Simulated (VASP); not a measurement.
# Nb (Pm-3m) in VASP: a series of runs

The runs below take Nb through single point, with RPBE.

Everything below comes from runs of VASP 6.6.1. Logs are shortened: lines on timing, memory, paths and dates and some standing lists are left out, and cuts for length are marked.

## Step 1: The cell of the first run

Symmetry: Pm-3m, No. 221, cubic system. Conventional cell: a = 2.701 Å, b = 2.701 Å, c = 2.701 Å, α = 90.00°, β = 90.00°, γ = 90.00°. Nb (site symmetry m-3m) has 6 Nb at 2.70 Å within 3.6 Å.

## Step 2: Single point, RPBE (volume scaled by 0.96)

Input file INCAR:

```
SYSTEM = Nb
PREC = Accurate ; ENCUT = 520
EDIFF = 1E-6 ; ISMEAR = -1
SIGMA = 0.1 ; LREAL = .FALSE.
LASPH = .TRUE. ; NELM = 100
ALGO = Normal ; ISIF = 2
LWAVE = .FALSE. ; LCHARG = .FALSE.
GGA = RP ; NBANDS = 12
```

Input file KPOINTS:

```
Automatic mesh
0
G
  13 13 13
  0 0 0
```

Input file POSCAR:

```
Nb
1.0
    2.7005334088      0.0000000000      0.0000000000
    0.0000000000      2.7005334088      0.0000000000
    0.0000000000      0.0000000000      2.7005334088
Nb
1
Direct
    0.0000000000      0.0000000000      0.0000000000
```

Potentials or basis: VASP PAW PBE potentials, release 64 (Nb_sv).

Launch:

```console
> cat potpaw_PBE.64/Nb_sv/POTCAR > POTCAR
> mpirun -np 1 vasp_std > vasp.out
```

OUTCAR:

```text
SYSTEM = Nb
   PREC = Accurate
   ENCUT = 520
   EDIFF = 1E-6
   ISMEAR = -1
   LREAL = .FALSE.
   LASPH = .TRUE.
   NELM = 100
   ISIF = 2
   GGA = RP

 ion  position               nearest neighbor table
   1  0.000  0.000  0.000-

  LATTYP: Found a simple cubic cell.
 ALAT       =     2.7005334088

  Lattice vectors:

 A1 = (   2.7005334088,   0.0000000000,   0.0000000000)
 A2 = (   0.0000000000,   2.7005334088,   0.0000000000)
 A3 = (   0.0000000000,   0.0000000000,   2.7005334088)

Analysis of symmetry for initial positions (statically):
=====================================================================
 Subroutine PRICEL returns:
 Original cell was already a primitive cell.

 Routine SETGRP: Setting up the symmetry group for a
 simple cubic supercell.

 Subroutine GETGRP returns: Found 48 space group operations
 (whereof 48 operations were pure point group operations)
 out of a pool of 48 trial point group operations.

The static configuration has the point symmetry O_h .

Analysis of symmetry for dynamics (positions and initial velocities):
=====================================================================
 Subroutine PRICEL returns:
 Original cell was already a primitive cell.

 Routine SETGRP: Setting up the symmetry group for a
 simple cubic supercell.

 Subroutine GETGRP returns: Found 48 space group operations
 (whereof 48 operations were pure point group operations)
 out of a pool of 48 trial point group operations.

The dynamic configuration has the point symmetry O_h .

 Subroutine INISYM returns: Found 48 space group operations
 (whereof 48 operations are pure point group operations),
 and found     1 'primitive' translations

----------------------------------------------------------------------------------------

                                     Primitive cell

  volume of cell :      19.6947

  direct lattice vectors                    reciprocal lattice vectors
     2.700533409  0.000000000  0.000000000     0.370297215  0.000000000  0.000000000
     0.000000000  2.700533409  0.000000000     0.000000000  0.370297215  0.000000000
     0.000000000  0.000000000  2.700533409     0.000000000  0.000000000  0.370297215

  length of vectors
     2.700533409  2.700533409  2.700533409     0.370297215  0.370297215  0.370297215

  position of ions in fractional coordinates (direct lattice)
     0.000000000  0.000000000  0.000000000

[... 74 lines left out ...]
   NELM   =    100;   NELMIN=  2; NELMDL= -5     # of ELM steps
   EDIFF  = 0.1E-05   stopping-criterion for ELM
   LREAL  =      F    real-space projection
[... 7 lines left out ...]
   TEBEG  =    0.0;   TEEND  =   0.0 temperature during run
   PSTRESS=    0.0 pullay stress
   NELECT =      13.0000    total number of electrons
   NUPDOWN=      -1.0000    fix difference up-down
   EMIN   =  10.00;   EMAX   =-10.00  energy-range for DOS
   EFERMI =   0.00;   METHOD = LEGACY
   ISMEAR =    -1;   SIGMA  =   0.10  broadening in eV -4-tet -1-fermi 0-gaus
   EFERMI_NEDOS =   21; number of points for ismear=-14 and -15
   IALGO  =     38    algorithm
   IMIX   =      4    mixing-type and parameters
     AMIX     =   0.40;   BMIX     =  1.00
     AMIX_MAG =   1.60;   BMIX_MAG =  1.00
  volume/ion in A,a.u.               =      19.69       132.91
  Fermi-wavevector in a.u.,A,eV,Ry     =   1.425410  2.693634 27.644222  2.031793
  Thomas-Fermi vector in A             =   2.545797
   LORBIT       =      0    0 simple, 1 ext, 2 COOP (PROOUT), +10 PAW based schemes
   GGA     = RP    functional components
   LHFCALC =     F    Hartree Fock is set to
   AEXX    =    0.0000 exact exchange contribution
   IVDW    =     0    specifies the selected vdW correction
   LEPSILON=     F    determine dielectric tensor
   LRPA    =     F    only Hartree local field effects (RPA)
 non-spin polarized calculation
  energy-cutoff  :      520.00
  volume of cell :       19.69
 maximum number of plane-waves:       540
   NGX = 11   NGY = 11   NGZ = 11

 number of electron      12.9999998 magnetization

 Free energy of the ion-electron system (eV)
  ---------------------------------------------------
  ext. energy  EPLUGINS =         0.00000000
  ---------------------------------------------------
  free energy    TOTEN  =        -8.73922977 eV

  energy without entropy =       -8.70821840  energy(sigma->0) =       -8.72372408

 E-fermi :  10.1778     XC(G=0): -11.8599

 val. band max:       10.1548740958   @ k =   0.3846   0.0769   0.0000
 cond. band min:      10.1988943352   @ k =   0.3846   0.3077   0.2308
 fundamental gap:      0.0440202393
 Fermi energy:        10.1778306527

 k-point     1 :       0.0000    0.0000    0.0000
  band No.  band energies     occupation
      1     -44.5385      2.00000
      2     -19.7857      2.00000
      3     -19.7857      2.00000
      4     -19.7857      2.00000
      5       4.5187      2.00000
      6       7.2873      2.00000
      7       7.2873      2.00000
      8      15.3602      0.00000
      9      15.3602      0.00000
     10      15.3602      0.00000
     11      24.9633      0.00000
     12      24.9633      0.00000
[... 331 lines left out ...]
 k-point    24 :       0.3846    0.3077    0.0000
  band No.  band energies     occupation
      1     -44.2328      2.00000
      2     -20.9848      2.00000
      3     -20.6675      2.00000
      4     -19.5712      2.00000
      5       7.1651      2.00000
      6       8.5351      2.00000
      7      12.1738      0.00000
      8      12.7928      0.00000
      9      13.4654      0.00000
     10      13.8344      0.00000
     11      19.9544      0.00000
     12      24.2258      0.00000

 [... further k-points ...]

------------------------ aborting loop because EDIFF is reached ----------------------------------------

  FORCE on cell =-STRESS in cart. coord.  units (eV):
  Direction    XX          YY          ZZ          XY          YZ          ZX
  --------------------------------------------------------------------------------------
  -------------------------------------------------------------------------------------
  Total        0.6035776      0.6035776      0.6035776      0.0000000      0.0000000      0.0000000
  in kB       49.1015301     49.1015301     49.1015301      0.0000000      0.0000000      0.0000000
  external PRESSURE =      49.1015301 kB  Pullay stress =       0.0000000 kB

 VOLUME and BASIS-vectors are now :
 -----------------------------------------------------------------------------
  energy-cutoff  :      520.00
  volume of cell :       19.69
      direct lattice vectors                 reciprocal lattice vectors
     2.700533409  0.000000000  0.000000000     0.370297215  0.000000000  0.000000000
     0.000000000  2.700533409  0.000000000     0.000000000  0.370297215  0.000000000
     0.000000000  0.000000000  2.700533409     0.000000000  0.000000000  0.370297215

 POSITION                                       TOTAL-FORCE (eV/Angst)
 -----------------------------------------------------------------------------------
      0.00000      0.00000      0.00000         0.000000      0.000000      0.000000
 -----------------------------------------------------------------------------------
    total drift:                               -0.000000      0.000000      0.000000

  FREE ENERGIE OF THE ION-ELECTRON SYSTEM (eV)
  ---------------------------------------------------
  free  energy   TOTEN  =        -8.7392297664 eV

  energy  without entropy=       -8.7082183996  energy(sigma->0) =       -8.72372408
```

It took 20 s on 1 thread of Intel Xeon 8259CL, shared host; peak memory 0.13 GiB.

Results:

```
Free energy : -8.7392 eV
Pressure    : 4.9 GPa
```

Caveat: the cell differs from its parent crystal (volume scaled by 0.96); the PAW data sets were made with another functional, which shifts forces and pressure a little.

## Step 3: Single point, RPBE

This run uses another cell than the first one, of 20.52 Å³/atom, 1.042 times its volume.

Input file INCAR:

```
SYSTEM = Nb
PREC = Accurate ; ENCUT = 520
EDIFF = 1E-6 ; ISMEAR = -1
SIGMA = 0.1 ; LREAL = .False.
LASPH = .True. ; NELM = 100
ALGO = Normal ; ISIF = 2
LWAVE = .False. ; LCHARG = .False.
GGA = RP ; NBANDS = 12
```

Input file KPOINTS:

```
regular mesh
0
Gamma
  13 13 13
  0 0 0
```

Input file POSCAR:

```
Nb
1.0
    2.7375316147      0.0000000000      0.0000000000
    0.0000000000      2.7375316147      0.0000000000
    0.0000000000      0.0000000000      2.7375316147
Nb
1
Direct
    0.0000000000      0.0000000000      0.0000000000
```

Potentials or basis: VASP PAW PBE potentials, release 64 (Nb_sv).

Launch:

```console
> cat potpaw_PBE.64/Nb_sv/POTCAR > POTCAR
> mpirun -np 1 vasp_std > vasp.out
```

Run time: 19 s. Hardware: 1 thread of Intel Xeon 8259CL, shared host; peak memory 0.13 GiB.

Results (log left out):

| Quantity | Value |
| --- | --- |
| Free energy | -8.7504 eV |
| Pressure | -0.5 GPa |

Levels at points of the mesh, in eV from the Fermi level:
```
           k point  band 5  band 6  band 7  band 8  band 9  band 10
(0.00, 0.00, 0.00)   -5.56   -2.73   -2.73    4.94    4.94     4.94
```

Caveat: the PAW data sets were made with another functional, which shifts forces and pressure a little.

## Step 4: Single point, RPBE (volume scaled by 1.04)

Input file INCAR:

```
PREC = Accurate
ENCUT = 520
EDIFF = 1E-7
ISMEAR = -1
SIGMA = 0.1
LREAL = False
LASPH = True
NELM = 100
ALGO = Normal
ISIF = 2
LWAVE = False
LCHARG = True
GGA = RP
LELF = True
LVHAR = True
NBANDS = 12
```

Input file KPOINTS:

```
Automatic mesh
0
Gamma
  13 13 13
```

Input file POSCAR:

```
Nb
1.0
    2.7735558987      0.0000000000      0.0000000000
    0.0000000000      2.7735558987      0.0000000000
    0.0000000000      0.0000000000      2.7735558987
Nb
1
Direct
    0.0000000000      0.0000000000      0.0000000000
```

Launch:

```console
> cat potpaw_PBE.64/Nb_sv/POTCAR > POTCAR
> mpirun -np 1 vasp_std > vasp.out
```

Run time: 25 s. Hardware: 1 thread of Intel Xeon 8259CL, shared host; peak memory 0.15 GiB.

Results (log left out):

```
Free energy : -8.7363 eV
Pressure    : -5.0 GPa
```

Levels at points of the mesh, in eV from the Fermi level:
| k point | band 3 | band 4 | band 5 | band 6 | band 7 | band 8 | band 9 | band 10 | band 11 | band 12 |
| --- | --- | --- | --- | --- | --- | --- | --- | --- | --- | --- |
| (0.00, 0.00, 0.00) | -30.17 | -30.17 | -5.46 | -2.59 | -2.59 | 4.71 | 4.71 | 4.71 | 14.11 | 14.11 |

Caveat: the cell differs from its parent crystal (volume scaled by 1.04); the PAW data sets were made with another functional, which shifts forces and pressure a little.

## Step 5: Single point, RPBE (volume scaled by 1.08)

Input file INCAR:

```
ALGO     = Normal         # electronic algorithm
EDIFF    = 1E-6           # SCF threshold, eV
ENCUT    = 520            # plane-wave cutoff, eV
GGA      = RP             # functional
ISIF     = 2              # what is computed and relaxed
ISMEAR   = -1             # smearing method
LASPH    = True           # aspherical terms in the spheres
LCHARG   = False          # write CHGCAR
LREAL    = False          # projectors in reciprocal space
LWAVE    = False          # write WAVECAR
NBANDS   = 12             # bands
NELM     = 60             # most SCF steps
PREC     = Accurate       # precision mode
SIGMA    = 0.1            # smearing width, eV
```

Input file KPOINTS:

```
k-points
0
Gamma
  13 13 13
```

Input file POSCAR:

```
Nb
1.0
    2.8086679287      0.0000000000      0.0000000000
    0.0000000000      2.8086679287      0.0000000000
    0.0000000000      0.0000000000      2.8086679287
Nb
1
Direct
    0.0000000000      0.0000000000      0.0000000000
```

Launch:

```console
> cat potpaw_PBE.64/Nb_sv/POTCAR > POTCAR
> mpirun -np 1 vasp_std > vasp.out
```

Run time: 24 s. Hardware: 1 thread of Intel Xeon 8259CL, shared host; peak memory 0.15 GiB.

It converged, with:

| Quantity | Value |
| --- | --- |
| Free energy | -8.7016 eV |
| Pressure | -8.6 GPa |

Levels at points of the mesh, in eV from the Fermi level:
| k point | band 4 | band 5 | band 6 | band 7 | band 8 | band 9 | band 10 | band 11 |
| --- | --- | --- | --- | --- | --- | --- | --- | --- |
| (0.00, 0.00, 0.00) | -30.26 | -5.37 | -2.45 | -2.45 | 4.50 | 4.50 | 4.50 | 13.80 |

Caveat: the cell differs from its parent crystal (volume scaled by 1.08); the PAW data sets were made with another functional, which shifts forces and pressure a little.

## Step 6: The runs side by side

```tsv
cell	gap on the mesh (eV)	pressure (GPa)
a = 2.701 Å, 1 atom	none	4.9
a = 2.738 Å, 1 atom	none	-0.5
a = 2.774 Å, 1 atom	none	-5.0
a = 2.809 Å, 1 atom	none	-8.6
```

Alike in all rows: task single point; level RPBE; potentials or basis VASP PAW PBE potentials, release 64 (Nb_sv); no spin polarisation; k mesh 13 × 13 × 13; cutoff (eV) 520; smearing fermi-dirac 0.1 eV.

Caveats: the PAW data sets were made with another functional, which shifts forces and pressure a little.

Absolute energies hang on the potentials; compare differences alone.
